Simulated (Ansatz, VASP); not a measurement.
# Two plane-wave programs on GeMo2

```xyz
3
Lattice="2.9163 0.0000 0.0000 0.0000 2.9163 0.0000 0.0000 0.0000 29.7022" Properties=species:S:1:pos:R:3 pbc="T T T"
Ge    1.4581    1.4581    8.5000
Mo    0.0000    0.0000   10.0458
Mo    0.0000    0.0000    6.9542
```

Alike in both runs: functional PBE; k mesh 6 × 6 × 1; occupations gaussian, width 0.1 eV; no spin polarisation.

Ansatz relaxed the structure, and its values are those at the end. VASP's run is a single point on that final structure, the one shown.

|  | VASP | Ansatz |
| --- | --- | --- |
| version | VASP 6.6.1 | Ansatz 0.2.0 |
| potentials or method | VASP PAW PBE potentials, release 64 (Ge_d, Mo_sv), cutoff 520 eV | scalar-relativistic, plane waves, PAW |
| valence electrons in the cell | 42 | 42 |

|  | VASP | Ansatz | Ansatz less VASP |
| --- | --- | --- | --- |
| gap on the k mesh at the Fermi level (eV) | none | none | - |
| rms of the force components (eV/Å) | 0.010 | 0.006 | -0.0039 |

A gap of «none» marks a metal or a gap that the smearing closes. Ansatz's warnings: slab cell height set.
